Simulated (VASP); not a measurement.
# Ir (Fm-3m) in VASP: single point with PBEsol

Aim: the single point of Ir with PBEsol.

Everything below comes from runs of VASP 6.6.1. Logs are shortened: lines on timing, memory, paths and dates and some standing lists are left out, and cuts for length are marked.

## (1) The cell of the first run

Symmetry: Fm-3m, No. 225, cubic system. The conventional cell has a = 3.831 Å, b = 3.831 Å, c = 3.831 Å, α = 90.00°, β = 90.00°, γ = 90.00°. Within 3.6 Å of Ir (site symmetry m-3m) lie 12 Ir at 2.71 Å.

## (2) Single point, PBEsol

INCAR reads:

```
SYSTEM = Ir
PREC = Accurate ; ENCUT = 500
EDIFF = 1E-6 ; ISMEAR = -1
SIGMA = 0.1 ; LREAL = .False.
LASPH = .True. ; NELM = 120
ALGO = Normal ; ISIF = 2
LWAVE = .False. ; LCHARG = .True.
GGA = PS ; LELF = .True.
LVHAR = .True. ; NBANDS = 10
GGA_COMPAT = .False.
```

KPOINTS reads:

```
regular mesh
0
Gamma
  11 11 11
  0 0 0
```

POSCAR reads:

```
Ir
1.0
    0.0000000000      1.9155170906      1.9155170906
    1.9155170906      0.0000000000      1.9155170906
    1.9155170906      1.9155170906      0.0000000000
Ir
1
Direct
    0.0000000000      0.0000000000      0.0000000000
```

Potentials or basis: VASP PAW PBE potentials, release 64 (Ir).

On the command line:

```sh
$ cat potpaw_PBE.64/Ir/POTCAR > POTCAR
$ mpirun -np 1 vasp_std > vasp.out
```

OUTCAR:

```text
SYSTEM = Ir
   PREC = Accurate
   ENCUT = 500
   EDIFF = 1E-6
   ISMEAR = -1
   LREAL = .False.
   LASPH = .True.
   NELM = 120
   ISIF = 2
   GGA = PS

 ion  position               nearest neighbor table
   1  0.000  0.000  0.000-

  LATTYP: Found a face centered cubic cell.
 ALAT       =     3.8310341812

  Lattice vectors:

 A1 = (   0.0000000000,   1.9155170906,   1.9155170906)
 A2 = (   1.9155170906,   0.0000000000,   1.9155170906)
 A3 = (   1.9155170906,   1.9155170906,   0.0000000000)

Analysis of symmetry for initial positions (statically):
=====================================================================
 Subroutine PRICEL returns:
 Original cell was already a primitive cell.

 Routine SETGRP: Setting up the symmetry group for a
 face centered cubic supercell.

 Subroutine GETGRP returns: Found 48 space group operations
 (whereof 48 operations were pure point group operations)
 out of a pool of 48 trial point group operations.

The static configuration has the point symmetry O_h .

Analysis of symmetry for dynamics (positions and initial velocities):
=====================================================================
 Subroutine PRICEL returns:
 Original cell was already a primitive cell.

 Routine SETGRP: Setting up the symmetry group for a
 face centered cubic supercell.

 Subroutine GETGRP returns: Found 48 space group operations
 (whereof 48 operations were pure point group operations)
 out of a pool of 48 trial point group operations.

The dynamic configuration has the point symmetry O_h .

 Subroutine INISYM returns: Found 48 space group operations
 (whereof 48 operations are pure point group operations),
 and found     1 'primitive' translations

----------------------------------------------------------------------------------------

                                     Primitive cell

  volume of cell :      14.0569

  direct lattice vectors                    reciprocal lattice vectors
     0.000000000  1.915517091  1.915517091    -0.261026123  0.261026123  0.261026123
     1.915517091  0.000000000  1.915517091     0.261026123 -0.261026123  0.261026123
     1.915517091  1.915517091  0.000000000     0.261026123  0.261026123 -0.261026123

  length of vectors
     2.708950248  2.708950248  2.708950248     0.452110507  0.452110507  0.452110507

  position of ions in fractional coordinates (direct lattice)
     0.000000000  0.000000000  0.000000000

  ion indices of the primitive-cell ions
   primitive index   ion index
                 1           1

----------------------------------------------------------------------------------------

 KPOINTS: regular mesh

Automatic generation of k-mesh.
 Grid dimensions read from file:
 generate k-points for:   11   11   11

 Generating k-lattice:

  Cartesian coordinates                     Fractional coordinates (reciprocal lattice)
    -0.023729648  0.023729648  0.023729648     0.090909091  0.000000000  0.000000000
     0.023729648 -0.023729648  0.023729648     0.000000000  0.090909091  0.000000000
     0.023729648  0.023729648 -0.023729648     0.000000000  0.000000000  0.090909091

  Length of vectors
     0.041100955  0.041100955  0.041100955

  Shift w.r.t. Gamma in fractional coordinates (k-lattice)
     0.000000000  0.000000000  0.000000000

 Subroutine IBZKPT returns following result:
 ===========================================

 Found     56 irreducible k-points:

 Following reciprocal coordinates:
            Coordinates               Weight
  0.000000  0.000000  0.000000      1.000000
  0.090909  0.000000  0.000000      8.000000
  0.181818  0.000000  0.000000      8.000000
  0.272727  0.000000  0.000000      8.000000
  0.363636  0.000000  0.000000      8.000000
  0.454545  0.000000  0.000000      8.000000
[... 16 lines left out ...]
 -0.272727  0.181818  0.000000     24.000000
 -0.181818  0.181818  0.000000     12.000000
 [... further k-points ...]
   k-points           NKPTS =     56   k-points in BZ     NKDIM =     56   number of bands    NBANDS=     10
   number of dos      NEDOS =    301   number of ions     NIONS =      1
   total plane-waves  NPLWV =   8000
   dimension x,y,z NGX =    20 NGY =   20 NGZ =   20
   dimension x,y,z NGXF=    40 NGYF=   40 NGZF=   40
   ions per type =               1
   NGX,Y,Z   is equivalent  to a cutoff of  12.27, 12.27, 12.27 a.u.
   NGXF,Y,Z  is equivalent  to a cutoff of  24.55, 24.55, 24.55 a.u.
 SYSTEM =  Ir
   PREC   = accura    normal or accurate (medium, high low for compatibility)
   ISTART =      0    job   : 0-new  1-cont  2-samecut
   ICHARG =      2    charge: 1-file 2-atom 10-const
   ISPIN  =      1    spin polarized calculation?
   LNONCOLLINEAR =      F non collinear calculations
   LSORBIT =      F    spin-orbit coupling
   LASPH  =      T    aspherical Exc in radial PAW
   ENCUT  =  500.0 eV  36.75 Ry    6.06 a.u.   4.94  4.94  4.94*2*pi/ulx,y,z
   NELM   =    120;   NELMIN=  2; NELMDL= -5     # of ELM steps
   EDIFF  = 0.1E-05   stopping-criterion for ELM
   LREAL  =      F    real-space projection
[... 7 lines left out ...]
   TEBEG  =    0.0;   TEEND  =   0.0 temperature during run
   PSTRESS=    0.0 pullay stress
   NELECT =       9.0000    total number of electrons
   NUPDOWN=      -1.0000    fix difference up-down
   EMIN   =  10.00;   EMAX   =-10.00  energy-range for DOS
   EFERMI =   0.00;   METHOD = LEGACY
   ISMEAR =    -1;   SIGMA  =   0.10  broadening in eV -4-tet -1-fermi 0-gaus
   EFERMI_NEDOS =   21; number of points for ismear=-14 and -15
   IALGO  =     38    algorithm
   IMIX   =      4    mixing-type and parameters
     AMIX     =   0.40;   BMIX     =  1.00
     AMIX_MAG =   1.60;   BMIX_MAG =  1.00
  volume/ion in A,a.u.               =      14.06        94.86
  Fermi-wavevector in a.u.,A,eV,Ry     =   1.410998  2.666399 27.088036  1.990914
  Thomas-Fermi vector in A             =   2.532894
   LORBIT       =      0    0 simple, 1 ext, 2 COOP (PROOUT), +10 PAW based schemes
   GGA     = PS    functional components
   LHFCALC =     F    Hartree Fock is set to
   AEXX    =    0.0000 exact exchange contribution
   IVDW    =     0    specifies the selected vdW correction
   LEPSILON=     F    determine dielectric tensor
   LRPA    =     F    only Hartree local field effects (RPA)
 non-spin polarized calculation
  energy-cutoff  :      500.00
  volume of cell :       14.06
 maximum number of plane-waves:       369
   NGX =  9   NGY =  9   NGZ =  9

 number of electron       9.0000000 magnetization

 Free energy of the ion-electron system (eV)
  ---------------------------------------------------
  ext. energy  EPLUGINS =         0.00000000
  ---------------------------------------------------
  free energy    TOTEN  =        -9.81457136 eV

  energy without entropy =       -9.77305991  energy(sigma->0) =       -9.79381564

 E-fermi :  10.2972     XC(G=0): -14.1397

 val. band max:       10.2791821118   @ k =   0.2727   0.2727   0.0000
 cond. band min:      10.2992872474   @ k =   0.3636   0.2727   0.0000
 fundamental gap:      0.0201051356
 Fermi energy:        10.2972165986

 k-point     1 :       0.0000    0.0000    0.0000
  band No.  band energies     occupation
      1      -0.9021      2.00000
      2       6.4157      2.00000
      3       6.4157      2.00000
      4       6.4157      2.00000
      5       9.1595      1.99998
      6       9.1595      1.99998
      7      24.6634      0.00000
      8      30.2764      0.00000
      9      30.2764      0.00000
     10      30.2764      0.00000

 k-point     2 :       0.0909    0.0000    0.0000
  band No.  band energies     occupation
      1      -0.5361      2.00000
      2       6.2267      2.00000
      3       6.5701      2.00000
      4       6.5701      2.00000
      5       9.0646      1.99999
      6       9.0646      1.99999
      7      25.2881      0.00000
      8      28.6160      0.00000
      9      30.8816      0.00000
     10      30.8816      0.00000

 k-point     3 :       0.1818    0.0000    0.0000
  band No.  band energies     occupation
      1       0.4466      2.00000
      2       5.8824      2.00000
      3       6.8512      2.00000
      4       6.8512      2.00000
      5       9.0165      1.99999
      6       9.0165      1.99999
      7      25.9768      0.00000
      8      26.7934      0.00000
      9      32.5453      0.00000
     10      32.5453      0.00000

 k-point     4 :       0.2727    0.0000    0.0000
  band No.  band energies     occupation
      1       1.5726      2.00000
      2       6.0226      2.00000
      3       6.8227      2.00000
      4       6.8227      2.00000
      5       9.5243      1.99912
      6       9.5243      1.99912
      7      23.4908      0.00000
      8      26.9448      0.00000
      9      34.3679      0.00000
     10      34.3687      0.00000

 k-point     5 :       0.3636    0.0000    0.0000
  band No.  band energies     occupation
      1       2.1004      2.00000
      2       6.5476      2.00000
      3       6.5476      2.00000
      4       7.3597      2.00000
      5      10.4506      0.35500
      6      10.4506      0.35500
      7      20.6657      0.00000
      8      25.3233      0.00000
      9      32.1527      0.00000
     10      32.1527      0.00000

 k-point     6 :       0.4545    0.0000    0.0000
  band No.  band energies     occupation
      1       2.1506      2.00000
      2       6.3443      2.00000
      3       6.3443      2.00000
      4       9.1689      1.99997
      5      11.1677      0.00033
      6      11.1677      0.00033
      7      18.1022      0.00000
      8      24.3161      0.00000
      9      30.4101      0.00000
     10      30.4101      0.00000

 k-point     7 :       0.0909    0.0909    0.0000
  band No.  band energies     occupation
      1      -0.4125      2.00000
      2       6.0463      2.00000
      3       6.6952      2.00000
      4       6.6952      2.00000
      5       8.7323      2.00000
      6       9.3053      1.99990
      7      25.5136      0.00000
      8      29.1197      0.00000
      9      30.4488      0.00000
     10      30.4488      0.00000

 k-point     8 :       0.1818    0.0909    0.0000
  band No.  band energies     occupation
      1       0.3780      2.00000
      2       5.6591      2.00000
      3       6.9898      2.00000
      4       7.0262      2.00000
      5       8.4156      2.00000
      6       9.4417      1.99962
      7      26.7336      0.00000
      8      27.2273      0.00000
      9      31.0040      0.00000
     10      31.7332      0.00000

 k-point     9 :       0.2727    0.0909    0.0000
  band No.  band energies     occupation
      1       1.5333      2.00000
      2       5.4830      2.00000
      3       6.8504      2.00000
      4       7.1563      2.00000
      5       8.9038      2.00000
      6       9.8743      1.97128
      7      24.7063      0.00000
      8      27.6178      0.00000
      9      31.7410      0.00000
     10      32.5938      0.00000
[... 118 lines left out ...]
 k-point    19 :       0.3636    0.1818    0.0000
  band No.  band energies     occupation
      1       2.8053      2.00000
      2       4.8519      2.00000
      3       6.3328      2.00000
      4       7.8506      2.00000
      5      10.3239      0.86725
      6      10.8279      0.00987
      7      23.1987      0.00000
      8      27.5598      0.00000
      9      28.7534      0.00000
     10      31.2187      0.00000

 k-point    20 :       0.4545    0.1818    0.0000
  band No.  band energies     occupation
      1       3.0957      2.00000
      2       5.3988      2.00000
      3       6.3432      2.00000
      4       7.5699      2.00000
      5      11.3662      0.00005
      6      12.5474      0.00000
      7      19.5544      0.00000
      8      26.3444      0.00000
      9      28.2593      0.00000
     10      30.1527      0.00000

 k-point    21 :      -0.4545    0.1818    0.0000
  band No.  band energies     occupation
      1       3.1883      2.00000
      2       5.3913      2.00000
      3       7.0973      2.00000
      4       7.3465      2.00000
      5      11.1527      0.00039
      6      14.5675      0.00000
      7      17.1614      0.00000
      8      25.7315      0.00000
      9      28.4445      0.00000
     10      28.9801      0.00000

 k-point    22 :      -0.3636    0.1818    0.0000
  band No.  band energies     occupation
      1       3.3149      2.00000
      2       5.5656      2.00000
      3       6.7777      2.00000
      4       7.3114      2.00000
      5      10.2079      1.41897
      6      13.7583      0.00000
      7      19.0569      0.00000
      8      25.6967      0.00000
      9      27.6161      0.00000
     10      31.1338      0.00000

 k-point    23 :      -0.2727    0.1818    0.0000
  band No.  band energies     occupation
      1       3.2400      2.00000
      2       5.5621      2.00000
      3       6.0740      2.00000
      4       7.5077      2.00000
      5       8.9809      2.00000
      6      12.4548      0.00000
      7      22.1433      0.00000
      8      26.4003      0.00000
      9      28.1270      0.00000
     10      33.1663      0.00000

 k-point    24 :      -0.1818    0.1818    0.0000
  band No.  band energies     occupation
      1       2.3172      2.00000
      2       5.2396      2.00000
      3       6.5925      2.00000
      4       7.8656      2.00000
      5       7.9293      2.00000
      6      11.0351      0.00125
      7      24.5275      0.00000
      8      27.7135      0.00000
      9      29.9312      0.00000
     10      30.7938      0.00000

 [... further k-points ...]

------------------------ aborting loop because EDIFF is reached ----------------------------------------

  FORCE on cell =-STRESS in cart. coord.  units (eV):
  Direction    XX          YY          ZZ          XY          YZ          ZX
  --------------------------------------------------------------------------------------
  -------------------------------------------------------------------------------------
  Total        0.1343873      0.1343873      0.1343873      0.0000000      0.0000000      0.0000000
  in kB       15.3172458     15.3172458     15.3172458      0.0000000      0.0000000      0.0000000
  external PRESSURE =      15.3172458 kB  Pullay stress =       0.0000000 kB

 VOLUME and BASIS-vectors are now :
 -----------------------------------------------------------------------------
  energy-cutoff  :      500.00
  volume of cell :       14.06
      direct lattice vectors                 reciprocal lattice vectors
     0.000000000  1.915517091  1.915517091    -0.261026123  0.261026123  0.261026123
     1.915517091  0.000000000  1.915517091     0.261026123 -0.261026123  0.261026123
     1.915517091  1.915517091  0.000000000     0.261026123  0.261026123 -0.261026123

 POSITION                                       TOTAL-FORCE (eV/Angst)
 -----------------------------------------------------------------------------------
      0.00000      0.00000      0.00000         0.000000      0.000000     -0.000000
 -----------------------------------------------------------------------------------
    total drift:                               -0.000000     -0.000000     -0.000000

  FREE ENERGIE OF THE ION-ELECTRON SYSTEM (eV)
  ---------------------------------------------------
  free  energy   TOTEN  =        -9.8145713636 eV

  energy  without entropy=       -9.7730599079  energy(sigma->0) =       -9.79381564
```

Wall time 12 s (1 thread of AMD EPYC 7R43 (Zen 3), shared host); peak memory 0.1 GiB.

Results:

```
Free energy            : -9.8146 eV
Pressure               : 1.5 GPa
Band gap on the k mesh : zero (an odd number of electrons rules out a gap without spin polarisation)
```

Caveat: the PAW data sets were made with another functional, which shifts forces and pressure a little; spin-orbit coupling is left out, which moves the levels of the heavy elements.
